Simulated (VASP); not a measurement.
# Pt3Cl in VASP: a series of runs

Pt3Cl is run at these levels: PBE; tasks: single point, relaxation of the atoms.

Program: VASP 6.6.1. These are calculated values, not measurements. Logs are shortened: lines on timing, memory, paths and dates and some standing lists are left out, and cuts for length are marked.

## Step 1: The cell of the first run

The cell holds a slab with vacuum, 4 atoms: a = 2.807 Å, b = 2.807 Å, c = 19.351 Å, α = 90.00°, β = 90.00°, γ = 90.00°.

## Step 2: Single point, PBE

INCAR

```
PREC = Accurate
ENCUT = 400
EDIFF = 1E-6
ISMEAR = 0
SIGMA = 0.1
LREAL = False
LASPH = True
NELM = 120
ALGO = Normal
ISIF = 2
LWAVE = False
LCHARG = False
LDIPOL = True
IDIPOL = 3
DIPOL = 0.5 0.5 0.362
GGA = PE
NBANDS = 26
GGA_COMPAT = False
NELMDL = -8
```

KPOINTS

```
Automatic mesh
0
Gamma
  9 9 1
```

POSCAR

```
Pt3Cl
1.0
    2.8071640675      0.0000000000      0.0000000000
    0.0000000000      2.8071640675      0.0000000000
    0.0000000000      0.0000000000     19.3513901305
Pt Cl
3 1
Direct
    0.5000000000      0.5000000000      0.2067034964
    0.0000000000      0.0000000000      0.3062505503
    0.7234522074      0.5000000000      0.4148182609
    0.6666666667      1.0000000000      0.5184146760
```

Potentials or basis: VASP PAW PBE potentials, release 64 (Pt, Cl).

Started as:

```console
> cat potpaw_PBE.64/Pt/POTCAR potpaw_PBE.64/Cl/POTCAR > POTCAR
> mpirun -np 1 vasp_std > vasp.out
```

OUTCAR:

```text
PREC = Accurate
   ENCUT = 400
   EDIFF = 1E-6
   ISMEAR = 0
   LREAL = False
   LASPH = True
   NELM = 120
   ISIF = 2
   GGA = PE
   NELMDL = -8

 ion  position               nearest neighbor table
   1  0.500  0.500  0.207-   2 2.77   2 2.77   2 2.77   2 2.77
   2  0.000  0.000  0.306-   3 2.64   3 2.64   1 2.77   1 2.77   1 2.77   1 2.77   3 3.24   3 3.24

   3  0.723  0.500  0.415-   4 2.45   4 2.45   2 2.64   2 2.64   2 3.24   2 3.24
   4  0.667  0.000  0.518-   3 2.45   3 2.45

  LATTYP: Found a simple tetragonal cell.
 ALAT       =     2.8071640675
 C/A-ratio  =     6.8935728961

  Lattice vectors:

 A1 = (   2.8071640675,   0.0000000000,   0.0000000000)
 A2 = (   0.0000000000,   2.8071640675,   0.0000000000)
 A3 = (   0.0000000000,   0.0000000000,  19.3513901305)

Analysis of symmetry for initial positions (statically):
=====================================================================
 Subroutine PRICEL returns:
 Original cell was already a primitive cell.

 Routine SETGRP: Setting up the symmetry group for a
 simple tetragonal supercell.

 Subroutine GETGRP returns: Found  2 space group operations
 (whereof  2 operations were pure point group operations)
 out of a pool of 16 trial point group operations.

The static configuration has the point symmetry C_1h.

Analysis of symmetry for dynamics (positions and initial velocities):
=====================================================================
 Subroutine PRICEL returns:
 Original cell was already a primitive cell.

 Routine SETGRP: Setting up the symmetry group for a
 simple tetragonal supercell.

 Subroutine GETGRP returns: Found  2 space group operations
 (whereof  2 operations were pure point group operations)
 out of a pool of 16 trial point group operations.

The dynamic configuration has the point symmetry C_1h.

 Subroutine INISYM returns: Found  2 space group operations
 (whereof  2 operations are pure point group operations),
 and found     1 'primitive' translations

----------------------------------------------------------------------------------------

                                     Primitive cell

  volume of cell :     152.4922

  direct lattice vectors                    reciprocal lattice vectors
     2.807164068  0.000000000  0.000000000     0.356231405  0.000000000  0.000000000
     0.000000000  2.807164068  0.000000000     0.000000000  0.356231405  0.000000000
     0.000000000  0.000000000 19.351390131     0.000000000  0.000000000  0.051675874

  length of vectors
     2.807164068  2.807164068 19.351390131     0.356231405  0.356231405  0.051675874

  position of ions in fractional coordinates (direct lattice)
     0.500000000  0.500000000  0.206703496
     0.000000000  0.000000000  0.306250550
     0.723452207  0.500000000  0.414818261
     0.666666667  0.000000000  0.518414676

  ion indices of the primitive-cell ions
   primitive index   ion index
                 1           1
                 2           2
                 3           3
                 4           4

----------------------------------------------------------------------------------------

 KPOINTS: Automatic mesh

Automatic generation of k-mesh.
 Grid dimensions read from file:
 generate k-points for:    9    9    1

 Generating k-lattice:

  Cartesian coordinates                     Fractional coordinates (reciprocal lattice)
     0.039581267  0.000000000  0.000000000     0.111111111  0.000000000  0.000000000
     0.000000000  0.039581267  0.000000000     0.000000000  0.111111111  0.000000000
     0.000000000  0.000000000  0.051675874     0.000000000  0.000000000  1.000000000

  Length of vectors
     0.039581267  0.039581267  0.051675874

  Shift w.r.t. Gamma in fractional coordinates (k-lattice)
     0.000000000  0.000000000  0.000000000

 Subroutine IBZKPT returns following result:
 ===========================================

 Found     25 irreducible k-points:

 Following reciprocal coordinates:
            Coordinates               Weight
  0.000000  0.000000  0.000000      1.000000
  0.111111  0.000000  0.000000      2.000000
  0.000000  0.111111  0.000000      2.000000
  0.222222  0.000000  0.000000      2.000000
  0.000000  0.222222  0.000000      2.000000
  0.333333  0.000000  0.000000      2.000000
[... 16 lines left out ...]
  0.444444  0.333333  0.000000      4.000000
 -0.333333  0.444444  0.000000      4.000000
   k-points           NKPTS =     25   k-points in BZ     NKDIM =     25   number of bands    NBANDS=     26
   number of dos      NEDOS =    301   number of ions     NIONS =      4
   total plane-waves  NPLWV =  40824
   dimension x,y,z NGX =    18 NGY =   18 NGZ =  126
   dimension x,y,z NGXF=    36 NGYF=   36 NGZF=  252
   ions per type =               3   1
   NGX,Y,Z   is equivalent  to a cutoff of  10.66, 10.66, 10.82 a.u.
   NGXF,Y,Z  is equivalent  to a cutoff of  21.32, 21.32, 21.65 a.u.
 SYSTEM =  unknown system
   PREC   = accura    normal or accurate (medium, high low for compatibility)
   ISTART =      0    job   : 0-new  1-cont  2-samecut
   ICHARG =      2    charge: 1-file 2-atom 10-const
   ISPIN  =      1    spin polarized calculation?
   LNONCOLLINEAR =      F non collinear calculations
   LSORBIT =      F    spin-orbit coupling
   LASPH  =      T    aspherical Exc in radial PAW
   ENCUT  =  400.0 eV  29.40 Ry    5.42 a.u.   4.58  4.58 31.56*2*pi/ulx,y,z
   NELM   =    120;   NELMIN=  2; NELMDL= -8     # of ELM steps
   EDIFF  = 0.1E-05   stopping-criterion for ELM
   LREAL  =      F    real-space projection
   EDIFFG = 0.1E-04   stopping-criterion for IOM
   NSW    =      0    number of steps for IOM
   IBRION =     -1    ionic relax: 0-MD 1-quasi-New 2-CG
   NFREE  =      0    steps in history (QN), initial steepest desc. (CG)
   ISIF   =      2    stress and relaxation
   ISYM   =      2    0-nonsym 1-usesym 2-fastsym
   POTIM  = 0.5000    time-step for ionic-motion
   TEBEG  =    0.0;   TEEND  =   0.0 temperature during run
   PSTRESS=    0.0 pullay stress
   NELECT =      37.0000    total number of electrons
   NUPDOWN=      -1.0000    fix difference up-down
   EMIN   =  10.00;   EMAX   =-10.00  energy-range for DOS
   EFERMI =   0.00;   METHOD = LEGACY
   ISMEAR =     0;   SIGMA  =   0.10  broadening in eV -4-tet -1-fermi 0-gaus
   EFERMI_NEDOS =   21; number of points for ismear=-14 and -15
   IALGO  =     38    algorithm
   IMIX   =      4    mixing-type and parameters
     AMIX     =   0.40;   BMIX     =  1.00
     AMIX_MAG =   1.60;   BMIX_MAG =  1.00
  volume/ion in A,a.u.               =      38.12       257.27
  Fermi-wavevector in a.u.,A,eV,Ry     =   1.021079  1.929560 14.185475  1.042603
  Thomas-Fermi vector in A             =   2.154684
   LORBIT       =      0    0 simple, 1 ext, 2 COOP (PROOUT), +10 PAW based schemes
   GGA     = PE    functional components
   LHFCALC =     F    Hartree Fock is set to
   AEXX    =    0.0000 exact exchange contribution
   IVDW    =     0    specifies the selected vdW correction
   LEPSILON=     F    determine dielectric tensor
   LRPA    =     F    only Hartree local field effects (RPA)
 non-spin polarized calculation
 Gauss-broadening in eV      SIGMA  =   0.10
  energy-cutoff  :      400.00
  volume of cell :      152.49
 maximum number of plane-waves:      2819
   NGX =  9   NGY =  9   NGZ = 63

 dipolmoment           0.000000      0.000000      0.000245 electrons x Angstroem

 number of electron      37.0000000 magnetization

 dipolmoment           0.000000      0.000000     -0.012812 electrons x Angstroem

 Free energy of the ion-electron system (eV)
  ---------------------------------------------------
  ext. energy  EPLUGINS =         0.00000000
  ---------------------------------------------------
  free energy    TOTEN  =       -18.62312947 eV

  energy without entropy =      -18.59069391  energy(sigma->0) =      -18.60691169

 E-fermi :   0.6457     XC(G=0):  -6.0704

 val. band max:        0.6372203038   @ k =  -0.1111   0.3333   0.0000
 cond. band min:       0.6466237719   @ k =   0.0000   0.2222   0.0000
 fundamental gap:      0.0094034682
 Fermi energy:         0.6456873231

 k-point     1 :       0.0000    0.0000    0.0000
  band No.  band energies     occupation
      1     -16.2783      2.00000
      2      -8.0351      2.00000
      3      -6.4414      2.00000
      4      -5.4572      2.00000
      5      -4.9848      2.00000
      6      -4.5798      2.00000
[... 18 lines left out ...]
     25       6.9179      0.00000
     26       7.5453      0.00000

 k-point     2 :       0.1111    0.0000    0.0000
  band No.  band energies     occupation
      1     -16.1619      2.00000
      2      -7.7690      2.00000
      3      -6.2812      2.00000
      4      -5.2988      2.00000
      5      -4.7425      2.00000
      6      -4.3173      2.00000
[... 18 lines left out ...]
     25       7.2281      0.00000
     26       7.7479      0.00000

 k-point     3 :       0.0000    0.1111    0.0000
  band No.  band energies     occupation
      1     -16.1537      2.00000
      2      -7.7377      2.00000
      3      -6.1787      2.00000
      4      -5.2151      2.00000
      5      -4.8646      2.00000
      6      -4.5380      2.00000
[... 18 lines left out ...]
     25       7.1720      0.00000
     26       7.7379      0.00000

 k-point     4 :       0.2222    0.0000    0.0000
  band No.  band energies     occupation
      1     -15.8452      2.00000
      2      -7.0970      2.00000
      3      -5.9367      2.00000
      4      -5.0458      2.00000
      5      -4.1524      2.00000
      6      -3.7630      2.00000
[... 18 lines left out ...]
     25       7.9643      0.00000
     26       8.3860      0.00000
[... 496 lines left out ...]
      1     -14.5727      2.00000
      2      -5.4518      2.00000
      3      -5.0491      2.00000
      4      -4.6467      2.00000
      5      -4.5093      2.00000
      6      -4.1845      2.00000
[... 18 lines left out ...]
     25       8.9079      0.00000
     26       9.4291      0.00000

 k-point    23 :       0.4444    0.3333    0.0000
  band No.  band energies     occupation
      1     -14.2853      2.00000
      2      -5.3302      2.00000
      3      -5.1636      2.00000
      4      -5.0454      2.00000
      5      -4.6812      2.00000
      6      -4.3416      2.00000
[... 18 lines left out ...]
     25       8.5780      0.00000
     26       9.2779      0.00000

 k-point    24 :      -0.3333    0.4444    0.0000
  band No.  band energies     occupation
      1     -14.2593      2.00000
      2      -5.9280      2.00000
      3      -5.2748      2.00000
      4      -4.7333      2.00000
      5      -4.6981      2.00000
      6      -4.5886      2.00000
[... 18 lines left out ...]
     25       8.1283      0.00000
     26       9.4190      0.00000

 [... further k-points ...]

------------------------ aborting loop because EDIFF is reached ----------------------------------------

 vacuum level on the upper side and lower side of the slab       (xc-potential included)        -0.265        -0.003

  FORCE on cell =-STRESS in cart. coord.  units (eV):
  Direction    XX          YY          ZZ          XY          YZ          ZX
  --------------------------------------------------------------------------------------
  -------------------------------------------------------------------------------------
  Total       -0.1218442      0.9993848      0.2379954      0.0000000      0.0000000      0.3972103
  in kB       -1.2801699     10.5001519      2.5005256      0.0000000      0.0000000      4.1733359
  external PRESSURE =       3.9068359 kB  Pullay stress =       0.0000000 kB

 VOLUME and BASIS-vectors are now :
 -----------------------------------------------------------------------------
  energy-cutoff  :      400.00
  volume of cell :      152.49
      direct lattice vectors                 reciprocal lattice vectors
     2.807164068  0.000000000  0.000000000     0.356231405  0.000000000  0.000000000
     0.000000000  2.807164068  0.000000000     0.000000000  0.356231405  0.000000000
     0.000000000  0.000000000 19.351390131     0.000000000  0.000000000  0.051675874

 POSITION                                       TOTAL-FORCE (eV/Angst)
 -----------------------------------------------------------------------------------
      1.40358      1.40358      4.00000        -0.181002      0.000000     -0.246222
      0.00000      0.00000      5.92637         0.163882      0.000000      0.292495
      2.03085      1.40358      8.02731         0.011770      0.000000     -0.005116
      1.87144      0.00000     10.03204         0.005350      0.000000     -0.041158
 -----------------------------------------------------------------------------------
    total drift:                                0.000302      0.000000     -0.000124

  FREE ENERGIE OF THE ION-ELECTRON SYSTEM (eV)
  ---------------------------------------------------
  free  energy   TOTEN  =       -18.6231294676 eV

  energy  without entropy=      -18.5906939089  energy(sigma->0) =      -18.60691169

 vacuum level on the upper side and lower side of the slab         5.912         6.178
```

Run time: 67 s. Hardware: 1 thread of AMD EPYC 9R45 (Zen 5), shared host; peak memory 0.19 GiB.

Results:

* Free energy: -18.6231 eV
* Largest force: 0.335 eV/Å
* Band gap on the k mesh: zero (an odd number of electrons rules out a gap without spin polarisation)

Forces on the atoms (eV/Å):
```
Pt  -0.181  0.000 -0.246
Pt   0.164  0.000  0.292
Pt   0.012  0.000 -0.005
Cl   0.005  0.000 -0.041
```

Levels at points of the mesh, in eV from the Fermi level:
```csv
k point,band 16,band 17,band 18,band 19,band 20,band 21,band 22,band 23
"(0.00, 0.00, 0.00)",-0.72,-0.45,-0.16,-0.09,0.07,0.61,1.01,4.46
```

Caveat: spin-orbit coupling is left out, which moves the levels of the heavy elements; an odd number of electrons without spin polarisation forces a metal; a magnetic or distorted state may lie lower.

## Step 3: Single point, PBE

INCAR

```
ALGO     = Normal         # electronic algorithm
DIPOL    = 0.5 0.5 0.362
EDIFF    = 1E-6           # SCF threshold, eV
ENCUT    = 400            # plane-wave cutoff, eV
GGA      = PE             # functional
GGA_COMPAT= F            
IDIPOL   = 3            
ISIF     = 2              # what is computed and relaxed
ISMEAR   = 0              # smearing method
LASPH    = T              # aspherical terms in the spheres
LCHARG   = F              # write CHGCAR
LDIPOL   = T            
LREAL    = F              # projectors in reciprocal space
LWAVE    = F              # write WAVECAR
NBANDS   = 26             # bands
NELM     = 120            # most SCF steps
NELMDL   = -8           
PREC     = Accurate       # precision mode
SIGMA    = 0.1            # smearing width, eV
```

KPOINTS

```
k-points
0
Gamma
  9 9 1
```

POSCAR, as its differences from that of step 2:

```diff
@@ -10,3 +10,3 @@
     0.0000000000      0.0000000000      0.3062505503
-    0.7234522074      0.5000000000      0.4148182609
-    0.6666666667      1.0000000000      0.5184146760
+    0.2765445798      0.5000000000      0.4148187533
+    1.3333333333      1.0000000000      0.5184149029
```

Potentials or basis: VASP PAW PBE potentials, release 64 (Pt, Cl).

Started as:

```console
> cat potpaw_PBE.64/Pt/POTCAR potpaw_PBE.64/Cl/POTCAR > POTCAR
> mpirun -np 1 vasp_std > vasp.out
```

Wall time 67 s (1 thread of AMD EPYC 9R45 (Zen 5), shared host); peak memory 0.19 GiB.

The run converged. Its results:

```
Free energy            : -18.6231 eV
Largest force          : 0.335 eV/Å
Band gap on the k mesh : zero (an odd number of electrons rules out a gap without spin polarisation)
```

Forces in eV/Å, atoms in the order of the input:
```
Pt   0.181  0.000 -0.246
Pt  -0.164  0.000  0.293
Pt  -0.012  0.000 -0.005
Cl  -0.005  0.000 -0.041
```

Levels at points of the mesh, in eV from the Fermi level:
| k point | band 17 | band 18 | band 19 | band 20 | band 21 | band 22 |
| --- | --- | --- | --- | --- | --- | --- |
| (0.00, 0.00, 0.00) | -0.45 | -0.16 | -0.09 | 0.07 | 0.61 | 1.01 |

Caveat: spin-orbit coupling is left out, which moves the levels of the heavy elements; an odd number of electrons without spin polarisation forces a metal; a magnetic or distorted state may lie lower.

[end of part 1 of 2]
